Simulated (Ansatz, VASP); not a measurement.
**Cr in VASP and in Ansatz**

Contents of INCAR:

```
SYSTEM = Cr
PREC     = Accurate       ! precision mode
ENCUT    = 500            ! plane-wave cutoff, eV
EDIFF    = 1E-6           ! SCF threshold, eV
ISMEAR   = -1             ! smearing method
SIGMA    = 0.1            ! smearing width, eV
LREAL    = .False.        ! projectors in reciprocal space
LASPH    = .True.         ! aspherical terms in the spheres
NELM     = 200            ! most SCF steps
ALGO     = Normal         ! electronic algorithm
ISIF     = 2              ! what is computed and relaxed
LWAVE    = .False.        ! write WAVECAR
LCHARG   = .False.        ! write CHGCAR
MAGMOM   = 0 0 0          ! initial moments
LORBIT   = 11             ! projections on sites
LSORBIT  = .True.         ! spin-orbit coupling
GGA_COMPAT= .False.      
LORBMOM  = .True.       
LMAXMIX  = 4              ! l up to which the mixer works
GGA      = CA             ! functional
NBANDS   = 23             ! bands
```

File KPOINTS:

```
regular mesh
0
Gamma
  15 15 15
  0 0 0
```

File POSCAR:

```
Cr
1.0
    0.0000000000      1.7726654200      1.7726654200
    1.7726654200      0.0000000000      1.7726654200
    1.7726654200      1.7726654200      0.0000000000
Cr
1
Direct
    0.0000000000      0.0000000000      0.0000000000
```

Input for Ansatz:

```yaml
crystal:
  lattice:
    - [0.0, 1.77266542, 1.77266542]
    - [1.77266542, 0.0, 1.77266542]
    - [1.77266542, 1.77266542, 0.0]
  atoms:
    - { symbol: Cr, position: [0.0, 0.0, 0.0] }
hamiltonian:
  xc: lda
  pseudopotentials:
    kind: paw_fr
    azcp:
      Cr: "pseudopotentials/Cr.paw.azcp"
basis:
  ecutwfc: 420
  fft_grid_basis: typed
kpoints:
  mp_grid: { grid: [15, 15, 15], shift: [0, 0, 0] }
magnetization:
  noncollinear: true
  spin_orbit: true
scf:
  occupations: { method: fermi_dirac, width: 0.1 }
```

Alike in both runs: task single point; functional LDA; k mesh 15 × 15 × 15; occupations fermi-dirac, width 0.1 eV; non-collinear spin, spin-orbit coupling.

|  | VASP | Ansatz |
| --- | --- | --- |
| version | VASP 6.6.1 | Ansatz 0.2.0 |
| potentials or method | VASP PAW LDA potentials, release 64 (Cr_pv), cutoff 500 eV | plane waves (420 eV) with PAW, fully relativistic with spin-orbit coupling |
| valence electrons in the cell | 12 | 14 |

|  | VASP | Ansatz | Ansatz less VASP |
| --- | --- | --- | --- |
| net moment per atom (μB) | 0.00 | 0.00 | 0.000 |

Ansatz warns that its potentials were made for another functional, while VASP's fit it. LDA's correlation is that of Perdew and Zunger in VASP and of Perdew and Wang (1992) in Ansatz. VASP's potentials hold 12 valence electrons a cell and Ansatz's 14, so a difference there can come from the potentials and not from the codes.
